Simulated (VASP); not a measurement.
# Fe2O3 (R-3c) in VASP: single point with PBE+U

Aim: the single point of Fe2O3 with PBE+U.

Everything below comes from runs of VASP 6.6.1. Logs are shortened: lines on timing, memory, paths and dates and some standing lists are left out, and cuts for length are marked.

## 1. The cell of the first run

The structure is trigonal, space group R-3c (No. 167). Conventional cell: a = 5.170 Å, b = 5.170 Å, c = 13.940 Å, α = 90.00°, β = 90.00°, γ = 120.00°. Within 2.6 Å of Fe (site symmetry 3) lie 6 O at 2.00 to 2.15 Å. O (site symmetry 2) has 4 Fe at 2.00 to 2.15 Å within 2.6 Å.

## 2. Single point, PBE+U, collinear spin, antiferromagnetic start

Contents of INCAR:

```
SYSTEM = Fe2O3
  ALGO = Normal
  EDIFF = 1E-6
  ENCUT = 600
  GGA = PE
  GGA_COMPAT = .False.
  ISIF = 2
  ISMEAR = 0
  ISPIN = 2
  LASPH = .True.
  LCHARG = .True.
  LDAU = .True.
  LDAUJ = 0 0
  LDAUL = 2 -1
  LDAUPRINT = 1
  LDAUTYPE = 2
  LDAUU = 4 0
  LELF = .True.
  LMAXMIX = 4
  LORBIT = 11
  LREAL = .False.
  LVHAR = .True.
  LWAVE = .False.
  MAGMOM = 5 -5 -5 5 0 0 0 0 0 0
  NBANDS = 65
  NELM = 200
  PREC = Accurate
  SIGMA = 0.05
```

Contents of KPOINTS:

```
k-points
0
Gamma
  3 3 3
  0 0 0
```

Contents of POSCAR:

```
Fe2O3
1.0
    2.5847951742      1.4923321896      4.6467741412
   -2.5847951742      1.4923321896      4.6467741412
    0.0000000000     -2.9846643792      4.6467741412
Fe O
4 6
Direct
    0.3549336524      0.3549336524      0.3549336524
    0.1450663476      0.1450663476      0.1450663476
    0.6450663476      0.6450663476      0.6450663476
    0.8549336524      0.8549336524      0.8549336524
    0.5536335344      0.9463664656      0.2500000000
    0.2500000000      0.5536335344      0.9463664656
    0.9463664656      0.2500000000      0.5536335344
    0.4463664656      0.0536335344      0.7500000000
    0.7500000000      0.4463664656      0.0536335344
    0.0536335344      0.7500000000      0.4463664656
```

Potentials or basis: VASP PAW PBE potentials, release 64 (Fe_sv, O).

On the command line:

```bash
$ cat potpaw_PBE.64/Fe_sv/POTCAR potpaw_PBE.64/O/POTCAR > POTCAR
$ mpirun -np 1 vasp_std > vasp.out
```

OUTCAR:

```text
SYSTEM = Fe2O3
   EDIFF = 1E-6
   ENCUT = 600
   GGA = PE
   ISIF = 2
   ISMEAR = 0
   ISPIN = 2
   LASPH = .True.
   LORBIT = 11
   LREAL = .False.
   NELM = 200
   PREC = Accurate

 ion  position               nearest neighbor table
   1  0.355  0.355  0.355-   9 2.00   8 2.00  10 2.00   7 2.15   6 2.15   5 2.15
   2  0.145  0.145  0.145-  10 2.00   8 2.00   9 2.00   6 2.15   7 2.15   5 2.15
   3  0.645  0.645  0.645-   6 2.00   5 2.00   7 2.00  10 2.15   9 2.15   8 2.15
   4  0.855  0.855  0.855-   7 2.00   5 2.00   6 2.00   9 2.15  10 2.15   8 2.15
   5  0.554  0.946  0.250-   3 2.00   4 2.00   1 2.15   2 2.15
   6  0.250  0.554  0.946-   3 2.00   4 2.00   2 2.15   1 2.15
   7  0.946  0.250  0.554-   4 2.00   3 2.00   1 2.15   2 2.15
   8  0.446  0.054  0.750-   1 2.00   2 2.00   3 2.15   4 2.15
   9  0.750  0.446  0.054-   1 2.00   2 2.00   4 2.15   3 2.15
  10  0.054  0.750  0.446-   2 2.00   1 2.00   3 2.15   4 2.15

  LATTYP: Found a trigonal (rhomboedric) cell.
 ALAT       =     5.5227467239
 COS(alpha) =     0.5619012534

  Lattice vectors:

 A1 = (   2.5847951742,   1.4923321896,   4.6467741412)
 A2 = (  -2.5847951742,   1.4923321896,   4.6467741412)
 A3 = (   0.0000000000,  -2.9846643792,   4.6467741412)

Analysis of symmetry for initial positions (statically):
=====================================================================
 Subroutine PRICEL returns:
 Original cell was already a primitive cell.

 Routine SETGRP: Setting up the symmetry group for a
 trigonal (rhombohedral) supercell.

 Subroutine GETGRP returns: Found 12 space group operations
 (whereof  6 operations were pure point group operations)
 out of a pool of 12 trial point group operations.

The static configuration has the point symmetry S_6 .
 The point group associated with its full space group is D_3d.

Analysis of symmetry for dynamics (positions and initial velocities):
=====================================================================
 Subroutine PRICEL returns:
 Original cell was already a primitive cell.

 Routine SETGRP: Setting up the symmetry group for a
 trigonal (rhombohedral) supercell.

 Subroutine GETGRP returns: Found 12 space group operations
 (whereof  6 operations were pure point group operations)
 out of a pool of 12 trial point group operations.

The dynamic configuration has the point symmetry S_6 .
 The point group associated with its full space group is D_3d.

Analysis of structural, dynamic, and magnetic symmetry:
[... 294 lines left out ...]
  energy without entropy =      -67.42409212  energy(sigma->0) =      -67.42409212

 E-fermi :   6.2291     XC(G=0): -11.5422

 val. band max:        5.8751956494   @ k =   0.0000   0.0000   0.0000
 cond. band min:       7.6314362772   @ k =  -0.3333   0.3333   0.0000
 fundamental gap:      1.7562406278
 Fermi energy:         6.2291415223

 spin component 1

 k-point     1 :       0.0000    0.0000    0.0000
  band No.  band energies     occupation
      1     -85.3101      1.00000
      2     -85.3099      1.00000
      3     -80.2856      1.00000
      4     -80.2853      1.00000
      5     -51.2891      1.00000
      6     -51.2874      1.00000
[... 379 lines left out ...]
     61      13.5644      0.00000
     62      14.1512      0.00000
 Fermi energy:         6.2291415223

 spin component 2

 k-point     1 :       0.0000    0.0000    0.0000
  band No.  band energies     occupation
      1     -85.3101      1.00000
      2     -85.3099      1.00000
      3     -80.2856      1.00000
      4     -80.2853      1.00000
      5     -51.2891      1.00000
      6     -51.2874      1.00000
[... 379 lines left out ...]
     61      13.5644      0.00000
     62      14.1512      0.00000
 [bands above 62 left out]

------------------------ aborting loop because EDIFF is reached ----------------------------------------

  FORCE on cell =-STRESS in cart. coord.  units (eV):
  Direction    XX          YY          ZZ          XY          YZ          ZX
  --------------------------------------------------------------------------------------
  -------------------------------------------------------------------------------------
  Total       -4.6347605     -4.6347605     -2.9903875     -0.0000000      0.0000000      0.0000000
  in kB      -69.0467792    -69.0467792    -44.5495777     -0.0000000      0.0000000      0.0000000
  external PRESSURE =     -60.8810454 kB  Pullay stress =       0.0000000 kB

 VOLUME and BASIS-vectors are now :
 -----------------------------------------------------------------------------
  energy-cutoff  :      600.00
  volume of cell :      107.55
      direct lattice vectors                 reciprocal lattice vectors
     2.584795174  1.492332190  4.646774141     0.193438925  0.111682015  0.071734352
    -2.584795174  1.492332190  4.646774141    -0.193438925  0.111682015  0.071734352
     0.000000000 -2.984664379  4.646774141     0.000000000 -0.223364031  0.071734352

 POSITION                                       TOTAL-FORCE (eV/Angst)
 -----------------------------------------------------------------------------------
      0.00000      0.00000      4.94789        -0.000000     -0.000000      0.268037
      0.00000      0.00000      2.02227        -0.000000     -0.000000     -0.268037
      0.00000      0.00000      8.99243        -0.000000     -0.000000     -0.268037
      0.00000      0.00000     11.91805        -0.000000     -0.000000      0.268037
     -1.01513      1.49233      8.13185         0.234816     -0.000000      0.000000
     -0.78483     -1.62530      8.13185        -0.117408      0.203356     -0.000000
      1.79996      0.13297      8.13185        -0.117408     -0.203356     -0.000000
      1.01513     -1.49233      5.80847        -0.234816     -0.000000      0.000000
      0.78483      1.62530      5.80847         0.117408     -0.203356     -0.000000
     -1.79996     -0.13297      5.80847         0.117408      0.203356     -0.000000
 -----------------------------------------------------------------------------------
    total drift:                                0.000000      0.000000     -0.000000

  FREE ENERGIE OF THE ION-ELECTRON SYSTEM (eV)
  ---------------------------------------------------
  free  energy   TOTEN  =       -67.4240921217 eV

  energy  without entropy=      -67.4240921217  energy(sigma->0) =      -67.42409212

 total charge

# of ion       s       p       d       tot
------------------------------------------
    1        2.137   6.030   5.202  13.368
    2        2.137   6.030   5.202  13.368
    3        2.137   6.030   5.202  13.368
    4        2.137   6.030   5.202  13.368
    5        1.557   3.459   0.000   5.017
    6        1.557   3.459   0.000   5.017
    7        1.557   3.459   0.000   5.017
    8        1.557   3.459   0.000   5.017
    9        1.557   3.459   0.000   5.017
   10        1.557   3.459   0.000   5.017
--------------------------------------------------
tot         17.891  44.873  20.806  83.570

 magnetization (x)

# of ion       s       p       d       tot
------------------------------------------
    1        0.013   0.015   4.067   4.095
    2       -0.013  -0.015  -4.067  -4.095
    3       -0.013  -0.015  -4.067  -4.095
    4        0.013   0.015   4.067   4.095
    5        0.000   0.000   0.000   0.000
    6        0.000   0.000   0.000   0.000
    7        0.000   0.000   0.000   0.000
    8        0.000   0.000   0.000   0.000
    9        0.000   0.000   0.000   0.000
   10        0.000   0.000   0.000   0.000
--------------------------------------------------
tot          0.000   0.000   0.000   0.000
```

stdout:

```text
POSCAR found type information on POSCAR FeO
 POSCAR found :  2 types and      10 ions
 scaLAPACK will be used
 LDA part: xc-table for (Slater+PW92), standard interpolation
 POSCAR, INCAR and KPOINTS ok, starting setup
 FFT: planning ... GRIDC
 FFT: planning ... GRID_SOFT
 FFT: planning ... GRID
 WAVECAR not read
 entering main loop
```

It took 2.5 min on 1 thread of Intel Xeon 6975P-C (Granite Rapids), shared host; peak memory 0.42 GiB.

Results:

```
Free energy                                           : -67.4241 eV
Pressure                                              : -6.1 GPa
Largest force                                         : 0.268 eV/Å
Band gap on the k mesh                                : 1.76 eV (least direct gap 1.87 eV)
Net moment                                            : 0.00 μB per cell
Site moments                                          : Fe +4.09, -4.09 (each value once); O +0.00 μB
Valence electrons inside the program's atomic spheres : Fe 13.37; O 5.02
```

Forces in eV/Å, atoms in the order of the input:
```
Fe   0.000  0.000  0.268
Fe   0.000  0.000 -0.268
Fe   0.000  0.000 -0.268
Fe   0.000  0.000  0.268
O    0.235  0.000  0.000
O   -0.117  0.203  0.000
O   -0.117 -0.203  0.000
O   -0.235  0.000  0.000
O    0.117 -0.203  0.000
O    0.117  0.203  0.000
```

Stress tensor (GPa, compression positive):
```
-6.90  0.00  0.00
 0.00 -6.90  0.00
 0.00  0.00 -4.45
```

Eigenvalues of the final occupation matrices:
| site | spin | trace | eigenvalues |
| --- | --- | --- | --- |
| site 1 d | 1 | 4.65 | 0.92 0.92 0.92 0.94 0.94 |
| site 1 d | 2 | 0.57 | 0.06 0.07 0.07 0.19 0.19 |
| site 2 d | 1 | 0.57 | 0.06 0.07 0.07 0.19 0.19 |
| site 2 d | 2 | 4.65 | 0.92 0.92 0.92 0.94 0.94 |
| site 3 d | 1 | 0.57 | 0.06 0.07 0.07 0.19 0.19 |
| site 3 d | 2 | 4.65 | 0.92 0.92 0.92 0.94 0.94 |
| site 4 d | 1 | 4.65 | 0.92 0.92 0.92 0.94 0.94 |
| site 4 d | 2 | 0.57 | 0.06 0.07 0.07 0.19 0.19 |

Caveat: the k points lie up to 0.49 Å⁻¹ apart; an odd mesh through Γ misses points on the zone boundary, where band edges can lie.
